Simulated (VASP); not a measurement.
# Sr (Fm-3m) in VASP: notebook

The runs below take Sr through single point, with PBEsol.

Program: VASP 6.6.1. These are calculated values, not measurements. Logs are shortened: lines on timing, memory, paths and dates and some standing lists are left out, and cuts for length are marked.

**1. The cell of the first run**

Symmetry: Fm-3m, No. 225, cubic system. The conventional cell has a = 5.913 Å, b = 5.913 Å, c = 5.913 Å, α = 90.00°, β = 90.00°, γ = 90.00°. Within 5.5 Å of Sr (site symmetry m-3m) lie 12 Sr at 4.18 Å.

**2. Single point, PBEsol**

INCAR

```
  PREC = Accurate
  ENCUT = 520
  EDIFF = 1E-7
  ISMEAR = 0
  SIGMA = 0.05
  LREAL = F
  LASPH = T
  NELM = 100
  ALGO = Normal
  ISIF = 2
  LWAVE = F
  LCHARG = F
  GGA = PS
  NBANDS = 11
```

KPOINTS

```
regular mesh
0
Gamma
  12 12 12
```

POSCAR

```
Sr
1.0
    0.0000000000      2.9563965125      2.9563965125
    2.9563965125      0.0000000000      2.9563965125
    2.9563965125      2.9563965125      0.0000000000
Sr
1
Direct
    0.0000000000      0.0000000000      0.0000000000
```

Potentials or basis: VASP PAW PBE potentials, release 64 (Sr_sv).

Started as:

```console
> cat potpaw_PBE.64/Sr_sv/POTCAR > POTCAR
> mpirun -np 1 vasp_std > vasp.out
```

OUTCAR:

```text
PREC = Accurate
   ENCUT = 520
   EDIFF = 1E-7
   ISMEAR = 0
   LREAL = F
   LASPH = T
   NELM = 100
   ISIF = 2
   GGA = PS

 ion  position               nearest neighbor table
   1  0.000  0.000  0.000-

  LATTYP: Found a face centered cubic cell.
 ALAT       =     5.9127930250

  Lattice vectors:

 A1 = (   0.0000000000,   2.9563965125,   2.9563965125)
 A2 = (   2.9563965125,   0.0000000000,   2.9563965125)
 A3 = (   2.9563965125,   2.9563965125,   0.0000000000)

Analysis of symmetry for initial positions (statically):
=====================================================================
 Subroutine PRICEL returns:
 Original cell was already a primitive cell.

 Routine SETGRP: Setting up the symmetry group for a
 face centered cubic supercell.

 Subroutine GETGRP returns: Found 48 space group operations
 (whereof 48 operations were pure point group operations)
 out of a pool of 48 trial point group operations.

The static configuration has the point symmetry O_h .

Analysis of symmetry for dynamics (positions and initial velocities):
=====================================================================
 Subroutine PRICEL returns:
 Original cell was already a primitive cell.

 Routine SETGRP: Setting up the symmetry group for a
 face centered cubic supercell.

 Subroutine GETGRP returns: Found 48 space group operations
 (whereof 48 operations were pure point group operations)
 out of a pool of 48 trial point group operations.

The dynamic configuration has the point symmetry O_h .

 Subroutine INISYM returns: Found 48 space group operations
 (whereof 48 operations are pure point group operations),
 and found     1 'primitive' translations

----------------------------------------------------------------------------------------

                                     Primitive cell

  volume of cell :      51.6795

  direct lattice vectors                    reciprocal lattice vectors
     0.000000000  2.956396513  2.956396513    -0.169124811  0.169124811  0.169124811
     2.956396513  0.000000000  2.956396513     0.169124811 -0.169124811  0.169124811
     2.956396513  2.956396513  0.000000000     0.169124811  0.169124811 -0.169124811

  length of vectors
     4.180976044  4.180976044  4.180976044     0.292932765  0.292932765  0.292932765

  position of ions in fractional coordinates (direct lattice)
[... 80 lines left out ...]
   NSW    =      0    number of steps for IOM
   IBRION =     -1    ionic relax: 0-MD 1-quasi-New 2-CG
   NFREE  =      0    steps in history (QN), initial steepest desc. (CG)
   ISIF   =      2    stress and relaxation
   ISYM   =      2    0-nonsym 1-usesym 2-fastsym
   POTIM  = 0.5000    time-step for ionic-motion
   TEBEG  =    0.0;   TEEND  =   0.0 temperature during run
   PSTRESS=    0.0 pullay stress
   NELECT =      10.0000    total number of electrons
   NUPDOWN=      -1.0000    fix difference up-down
   EMIN   =  10.00;   EMAX   =-10.00  energy-range for DOS
   EFERMI =   0.00;   METHOD = LEGACY
   ISMEAR =     0;   SIGMA  =   0.05  broadening in eV -4-tet -1-fermi 0-gaus
   EFERMI_NEDOS =   21; number of points for ismear=-14 and -15
   IALGO  =     38    algorithm
   IMIX   =      4    mixing-type and parameters
     AMIX     =   0.40;   BMIX     =  1.00
     AMIX_MAG =   1.60;   BMIX_MAG =  1.00
  volume/ion in A,a.u.               =      51.68       348.75
  Fermi-wavevector in a.u.,A,eV,Ry     =   0.946896  1.789373 12.199140  0.896611
  Thomas-Fermi vector in A             =   2.074937
   LORBIT       =      0    0 simple, 1 ext, 2 COOP (PROOUT), +10 PAW based schemes
   GGA     = PS    functional components
   LHFCALC =     F    Hartree Fock is set to
   AEXX    =    0.0000 exact exchange contribution
   IVDW    =     0    specifies the selected vdW correction
   LEPSILON=     F    determine dielectric tensor
   LRPA    =     F    only Hartree local field effects (RPA)
 non-spin polarized calculation
 Gauss-broadening in eV      SIGMA  =   0.05
  energy-cutoff  :      520.00
  volume of cell :       51.68
 maximum number of plane-waves:      1411
   NGX = 15   NGY = 15   NGZ = 15

 number of electron      10.0000000 magnetization

 Free energy of the ion-electron system (eV)
  ---------------------------------------------------
  ext. energy  EPLUGINS =         0.00000000
  ---------------------------------------------------
  free energy    TOTEN  =        -1.84041531 eV

  energy without entropy =       -1.83913869  energy(sigma->0) =       -1.83977700

 E-fermi :   1.7210     XC(G=0):  -7.6263

 val. band max:        1.7072624449   @ k =  -0.3333   0.3333   0.1667
 cond. band min:       1.7405904698   @ k =  -0.3333   0.3333   0.1667
 fundamental gap:      0.0333280250
 Fermi energy:         1.7210215217

 k-point     1 :       0.0000    0.0000    0.0000
  band No.  band energies     occupation
      1     -34.7050      2.00000
      2     -16.5941      2.00000
      3     -16.5941      2.00000
      4     -16.5941      2.00000
      5      -2.0443      2.00000
      6       4.1081      0.00000
      7       4.1081      0.00000
      8       4.1081      0.00000
      9       5.6857      0.00000
     10       5.6857      0.00000
     11       9.0161      0.00000
[... 309 lines left out ...]
 k-point    24 :      -0.4167    0.1667    0.0000
  band No.  band energies     occupation
      1     -34.6841      2.00000
      2     -16.8188      2.00000
      3     -16.6725      2.00000
      4     -16.6367      2.00000
      5       0.9201      2.00000
      6       1.8532      0.00019
      7       3.3262      0.00000
      8       4.2896      0.00000
      9       6.4825      0.00000
     10       6.7973      0.00000
     11       7.5374      0.00000

 [... further k-points ...]

------------------------ aborting loop because EDIFF is reached ----------------------------------------

  FORCE on cell =-STRESS in cart. coord.  units (eV):
  Direction    XX          YY          ZZ          XY          YZ          ZX
  --------------------------------------------------------------------------------------
  -------------------------------------------------------------------------------------
  Total        0.0079973      0.0079973      0.0079973      0.0000000      0.0000000      0.0000000
  in kB        0.2479334      0.2479334      0.2479334      0.0000000      0.0000000      0.0000000
  external PRESSURE =       0.2479334 kB  Pullay stress =       0.0000000 kB

 VOLUME and BASIS-vectors are now :
 -----------------------------------------------------------------------------
  energy-cutoff  :      520.00
  volume of cell :       51.68
      direct lattice vectors                 reciprocal lattice vectors
     0.000000000  2.956396513  2.956396513    -0.169124811  0.169124811  0.169124811
     2.956396513  0.000000000  2.956396513     0.169124811 -0.169124811  0.169124811
     2.956396513  2.956396513  0.000000000     0.169124811  0.169124811 -0.169124811

 POSITION                                       TOTAL-FORCE (eV/Angst)
 -----------------------------------------------------------------------------------
      0.00000      0.00000      0.00000         0.000000      0.000000     -0.000000
 -----------------------------------------------------------------------------------
    total drift:                                0.000000      0.000000      0.000000

  FREE ENERGIE OF THE ION-ELECTRON SYSTEM (eV)
  ---------------------------------------------------
  free  energy   TOTEN  =        -1.8404153126 eV

  energy  without entropy=       -1.8391386853  energy(sigma->0) =       -1.83977700
```

Run time: 13 s. Hardware: 1 thread of Intel Xeon 6975P-C (Granite Rapids), shared host; peak memory 0.19 GiB.

Results:

```yaml
Free_energy: -1.8404 eV
Pressure: 0.0 GPa
Band_gap_on_the_k_mesh: zero (filled and empty bands touch)
```

Levels at points of the mesh, in eV from the Fermi level:
| k point | band 3 | band 4 | band 5 | band 6 | band 7 | band 8 |
| --- | --- | --- | --- | --- | --- | --- |
| (0.00, 0.00, 0.00) | -18.32 | -18.32 | -3.77 | 2.39 | 2.39 | 2.39 |
| (0.50, 0.00, 0.00) | -18.35 | -18.35 | -1.18 | 0.15 | 2.22 | 2.22 |
| (0.50, 0.50, 0.00) | -18.40 | -18.40 | -0.73 | 0.27 | 1.19 | 5.10 |

Caveat: the PAW data sets were made with another functional, which shifts forces and pressure a little.

**3. Single point, PBEsol**

This run uses another cell than the first one, of 56.19 Å³/atom, 1.087 times its volume.

INCAR

```
PREC     = Accurate       # precision mode
ENCUT    = 520            # plane-wave cutoff, eV
EDIFF    = 1E-6           # SCF threshold, eV
ISMEAR   = 0              # smearing method
SIGMA    = 0.05           # smearing width, eV
LREAL    = False          # projectors in reciprocal space
LASPH    = True           # aspherical terms in the spheres
NELM     = 100            # most SCF steps
ALGO     = Normal         # electronic algorithm
ISIF     = 2              # what is computed and relaxed
LWAVE    = False          # write WAVECAR
LCHARG   = True           # write CHGCAR
GGA      = PS             # functional
LELF     = True           # ELF
LVHAR    = True         
NBANDS   = 11             # bands
```

KPOINTS

```
Automatic mesh
0
Gamma
  12 12 12
```

POSCAR

```
Sr
1.0
    0.0000000000      3.0400000000      3.0400000000
    3.0400000000      0.0000000000      3.0400000000
    3.0400000000      3.0400000000      0.0000000000
Sr
1
Direct
    0.0000000000      0.0000000000      0.0000000000
```

Potentials or basis: VASP PAW PBE potentials, release 64 (Sr_sv).

Started as:

```console
> cat potpaw_PBE.64/Sr_sv/POTCAR > POTCAR
> mpirun -np 1 vasp_std > vasp.out
```

OUTCAR:

```text
PREC = Accurate
   ENCUT = 520
   EDIFF = 1E-6
   ISMEAR = 0
   LREAL = False
   LASPH = True
   NELM = 100
   ISIF = 2
   GGA = PS

 ion  position               nearest neighbor table
   1  0.000  0.000  0.000-

  LATTYP: Found a face centered cubic cell.
 ALAT       =     6.0800000000

  Lattice vectors:

 A1 = (   0.0000000000,   3.0400000000,   3.0400000000)
 A2 = (   3.0400000000,   0.0000000000,   3.0400000000)
 A3 = (   3.0400000000,   3.0400000000,   0.0000000000)

Analysis of symmetry for initial positions (statically):
=====================================================================
 Subroutine PRICEL returns:
 Original cell was already a primitive cell.

 Routine SETGRP: Setting up the symmetry group for a
 face centered cubic supercell.

 Subroutine GETGRP returns: Found 48 space group operations
 (whereof 48 operations were pure point group operations)
 out of a pool of 48 trial point group operations.

The static configuration has the point symmetry O_h .

Analysis of symmetry for dynamics (positions and initial velocities):
=====================================================================
 Subroutine PRICEL returns:
 Original cell was already a primitive cell.

 Routine SETGRP: Setting up the symmetry group for a
 face centered cubic supercell.

 Subroutine GETGRP returns: Found 48 space group operations
 (whereof 48 operations were pure point group operations)
 out of a pool of 48 trial point group operations.

The dynamic configuration has the point symmetry O_h .

 Subroutine INISYM returns: Found 48 space group operations
 (whereof 48 operations are pure point group operations),
 and found     1 'primitive' translations

----------------------------------------------------------------------------------------

                                     Primitive cell
[... 112 lines left out ...]
  Thomas-Fermi vector in A             =   2.046207
   LORBIT       =      0    0 simple, 1 ext, 2 COOP (PROOUT), +10 PAW based schemes
   GGA     = PS    functional components
   LHFCALC =     F    Hartree Fock is set to
   AEXX    =    0.0000 exact exchange contribution
   IVDW    =     0    specifies the selected vdW correction
   LEPSILON=     F    determine dielectric tensor
   LRPA    =     F    only Hartree local field effects (RPA)
 non-spin polarized calculation
 Gauss-broadening in eV      SIGMA  =   0.05
  energy-cutoff  :      520.00
  volume of cell :       56.19
 maximum number of plane-waves:      1540
   NGX = 15   NGY = 15   NGZ = 15

 number of electron      10.0000000 magnetization

 Free energy of the ion-electron system (eV)
  ---------------------------------------------------
  ext. energy  EPLUGINS =         0.00000000
  ---------------------------------------------------
  free energy    TOTEN  =        -1.82727476 eV

  energy without entropy =       -1.82501234  energy(sigma->0) =       -1.82614355

 E-fermi :   1.4262     XC(G=0):  -7.3647

 val. band max:        1.3987208415   @ k =  -0.3333   0.4167   0.1667
 cond. band min:       1.4340359446   @ k =  -0.4167   0.2500   0.0000
 fundamental gap:      0.0353151031
 Fermi energy:         1.4261775303

 k-point     1 :       0.0000    0.0000    0.0000
  band No.  band energies     occupation
      1     -35.1529      2.00000
      2     -17.0578      2.00000
      3     -17.0578      2.00000
      4     -17.0578      2.00000
      5      -2.2009      2.00000
      6       3.7350      0.00000
      7       3.7350      0.00000
      8       3.7350      0.00000
      9       5.1751      0.00000
     10       5.1751      0.00000
     11       8.4748      0.00000
[... 309 lines left out ...]
 k-point    24 :      -0.4167    0.1667    0.0000
  band No.  band energies     occupation
      1     -35.1390      2.00000
      2     -17.2243      2.00000
      3     -17.1163      2.00000
      4     -17.0899      2.00000
      5       0.6437      2.00000
      6       1.5059      0.02419
      7       3.0017      0.00000
      8       3.9005      0.00000
      9       5.9028      0.00000
     10       6.1249      0.00000
     11       6.7906      0.00000

 [... further k-points ...]

------------------------ aborting loop because EDIFF is reached ----------------------------------------

  FORCE on cell =-STRESS in cart. coord.  units (eV):
  Direction    XX          YY          ZZ          XY          YZ          ZX
  --------------------------------------------------------------------------------------
  -------------------------------------------------------------------------------------
  Total       -0.3149829     -0.3149829     -0.3149829     -0.0000000      0.0000000      0.0000000
  in kB       -8.9814564     -8.9814564     -8.9814564     -0.0000000      0.0000000      0.0000000
  external PRESSURE =      -8.9814564 kB  Pullay stress =       0.0000000 kB

 VOLUME and BASIS-vectors are now :
 -----------------------------------------------------------------------------
  energy-cutoff  :      520.00
  volume of cell :       56.19
      direct lattice vectors                 reciprocal lattice vectors
     0.000000000  3.040000000  3.040000000    -0.164473684  0.164473684  0.164473684
     3.040000000  0.000000000  3.040000000     0.164473684 -0.164473684  0.164473684
     3.040000000  3.040000000  0.000000000     0.164473684  0.164473684 -0.164473684

 POSITION                                       TOTAL-FORCE (eV/Angst)
 -----------------------------------------------------------------------------------
      0.00000      0.00000      0.00000        -0.000000      0.000000     -0.000000
 -----------------------------------------------------------------------------------
    total drift:                                0.000000      0.000000      0.000000

  FREE ENERGIE OF THE ION-ELECTRON SYSTEM (eV)
  ---------------------------------------------------
  free  energy   TOTEN  =        -1.8272747643 eV

  energy  without entropy=       -1.8250123361  energy(sigma->0) =       -1.82614355
```

stdout:

```text
POSCAR found type information on POSCAR Sr
 POSCAR found :  1 types and       1 ions
 scaLAPACK will be used
 -----------------------------------------------------------------------------
|                                                                             |
|                                                                             |
|     You enforced a specific xc type in the INCAR file but a different       |
|     I HOPE YOU KNOW WHAT YOU ARE DOING!                                     |
|                                                                             |
 -----------------------------------------------------------------------------

 LDA part: xc-table for (Slater+PW92), standard interpolation
 POSCAR, INCAR and KPOINTS ok, starting setup
 FFT: planning ... GRIDC
 FFT: planning ... GRID_SOFT
 FFT: planning ... GRID
 WAVECAR not read
 entering main loop
```

It took 12 s on 1 thread of Intel Xeon 6975P-C (Granite Rapids), shared host; peak memory 0.19 GiB.

What came out:

```yaml
Free_energy: -1.8273 eV
Pressure: -0.9 GPa
Band_gap_on_the_k_mesh: zero (band 5 reaches 1.51 eV, above the bottom of band 6 at 1.43 eV)
```

Levels at points of the mesh, in eV from the Fermi level:
```
           k point  band 3  band 4  band 5  band 6  band 7  band 8
(0.00, 0.00, 0.00)  -18.48  -18.48   -3.63    2.31    2.31    2.31
(0.50, 0.00, 0.00)  -18.51  -18.51   -1.13    0.05    2.16    2.16
(0.50, 0.50, 0.00)  -18.55  -18.55   -0.62    0.35    1.01    4.78
```

Caveat: the PAW data sets were made with another functional, which shifts forces and pressure a little.
